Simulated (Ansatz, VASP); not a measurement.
# SnTeO4: VASP beside Ansatz

```
Sn Te O
1.0
     4.41969    0.00000   -0.03170
     0.00000    7.19117    0.00000
    -1.47140    0.00000    5.95205
Sn Te O
2 2 8
Direct
  0.08402 0.70548 0.46212
  0.91598 0.20548 0.53788
  0.50932 0.02176 0.91587
  0.49068 0.52176 0.08413
  0.38599 0.78289 0.77488
  0.50329 0.16731 0.64839
  0.91393 0.60694 0.12717
  0.94894 0.96564 0.37988
  0.49671 0.66731 0.35161
  0.61401 0.28289 0.22512
  0.05106 0.46564 0.62012
  0.08607 0.10694 0.87283
```

Change from the starting cell: the structure that the rattled cell fell into.

Alike in both runs: functional PBE; k mesh 6 × 4 × 4; occupations gaussian, width 0.02 eV; no spin polarisation.

Ansatz relaxed the structure, and its values are those at the end. VASP's run is a single point on that final structure, the one shown.

```csv
,VASP,Ansatz
version,VASP 6.6.1,Ansatz 0.2.0
potentials or method,"VASP PAW PBE potentials, release 64 (Sn_d, Te, O), cutoff 520 eV","scalar-relativistic, plane waves, PAW"
valence electrons in the cell,88,108
```

|  | VASP | Ansatz | Ansatz less VASP |
| --- | --- | --- | --- |
| gap on the k mesh at the Fermi level (eV) | 2.59 | 2.60 | +0.012 |
| least direct gap on the mesh (eV) | 2.59 | 2.60 | +0.012 |
| pressure (GPa) | 0.1 | 0.0 | -0.14 |
| rms of the force components (eV/Å) | 0.024 | 0.002 | -0.0218 |

VASP's potentials hold 88 valence electrons a cell and Ansatz's 108, so a difference there can come from the potentials and not from the codes.

Neither program's run includes spin-orbit coupling.
